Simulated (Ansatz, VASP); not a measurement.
**TiO2 in VASP and in Ansatz**

```
Ti O
1.0
     4.59220    0.00000    0.00000
     0.00000    4.59220    0.00000
     0.00000    0.00000    2.95740
Ti O
2 4
Direct
  0.00000 0.00000 0.00000
  0.50000 0.50000 0.50000
  0.30496 0.30496 0.00000
  0.19504 0.80496 0.50000
  0.69504 0.69504 0.00000
  0.80496 0.19504 0.50000
```

Alike in both runs: task electric field gradients; functional PBE; k mesh 7 × 7 × 10; occupations fermi-dirac, width 0.02 eV; no spin polarisation.

|  | VASP | Ansatz |
| --- | --- | --- |
| version | VASP 6.6.1 | Ansatz 0.2.0 |
| potentials or method | VASP PAW PBE potentials, release 64 (Ti_sv, O) | plane-wave PAW, scalar-relativistic |
| plane-wave cutoff (eV) | 520 | 420 |
| valence electrons in the cell | 48 | 48 |

Ansatz gave:

- gap on the k mesh at the Fermi level (eV): 1.90
- pressure (GPa): 5.4
- traceless stress, the component that is largest in VASP (GPa): -0.54
- rms of the force components (eV/Å): 0.047
- size of Vzz on the site where it differs most (V/Å²): 23.7

Task: Which values does VASP return?

Result: gap on the k mesh at the Fermi level (eV): 1.87; pressure (GPa): 6.1; traceless stress, the component that is largest in VASP (GPa): -0.33; rms of the force components (eV/Å): 0.059; size of Vzz on the site where it differs most (V/Å²): 22.5.

Atom by atom the forces differ by 0.013 eV/Å (rms over components).
